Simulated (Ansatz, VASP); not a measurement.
# GePt: VASP beside Ansatz

```
CELL_PARAMETERS angstrom
5.37641 -0.02080 0.01013
0.01505 3.83173 0.00466
-0.01200 0.00901 6.50200
ATOMIC_POSITIONS crystal
Ge 0.78409 0.75055 0.58587
Ge 0.21591 0.24946 0.41412
Ge 0.71591 0.25059 0.08587
Ge 0.28409 0.74940 0.91413
Pt 0.99571 0.75064 0.22434
Pt 0.00429 0.24939 0.77566
Pt 0.50428 0.25054 0.72434
Pt 0.49572 0.74943 0.27566
```

Change from the starting cell: all atoms moved at random, sigma 0.1 Å a component, cell strained at random, sigma 0.1; relaxed back.

Alike in both runs: functional PBEsol; k mesh 6 × 10 × 6; occupations gaussian, width 0.15 eV; no spin polarisation.

Ansatz relaxed the structure, and its values are those at the end. VASP's run is a single point on that final structure, the one shown.

```csv
,VASP,Ansatz
version,VASP 6.6.1,Ansatz 0.2.0
potentials or method,"VASP PAW PBE potentials, release 64 (Ge_d, Pt), cutoff 520 eV","scalar-relativistic, plane waves, PAW"
valence electrons in the cell,96,128
```

VASP gave:

```
gap on the k mesh at the Fermi level (eV) : none
pressure (GPa)                            : -0.1
```

Problem. Which values does Ansatz return?

Solution. gap on the k mesh at the Fermi level (eV): none; pressure (GPa): 0.0.

VASP's potentials were made for PBE, not for PBEsol. A gap of «none» marks a metal or a gap that the smearing closes. VASP's potentials hold 96 valence electrons a cell and Ansatz's 128, so a difference there can come from the potentials and not from the codes.

Spin-orbit coupling is off throughout.
